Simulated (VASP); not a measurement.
The system is InP.

```
In P
1.0
     3.41342    0.00000    0.00000
     0.00000    3.41342    0.00000
     0.00000    0.00000    3.41342
In P
1 1
Direct
  0.00000 0.00000 0.00000
  0.50000 0.50000 0.50000
```

Base run:

```yaml
Program: VASP 6.6.1
Functional: r2SCAN
Potentials_or_basis: VASP PAW PBE potentials, release 64 (In_d, P)
Cutoff: 550 eV
k_mesh: 6 × 6 × 6
Occupations: fermi-dirac, width 0.02 eV
Spin: no spin polarisation
```

Its results: band gap on the k mesh zero (band 9 reaches 9.06 eV, above the bottom of band 10 at 6.43 eV); pressure 0.1 GPa.

Q: The run is repeated on the same cell with these changes: functional from r2SCAN to PBE; cutoff from 550 eV to 500 eV. What comes out?

A: Band gap on the k mesh zero (band 9 reaches 9.11 eV, above the bottom of band 10 at 6.58 eV); pressure 1.4 GPa.

Caveats: spin-orbit coupling is left out, which moves the levels of the heavy elements; the PAW data sets were made with another functional, which shifts forces and pressure a little (some runs).
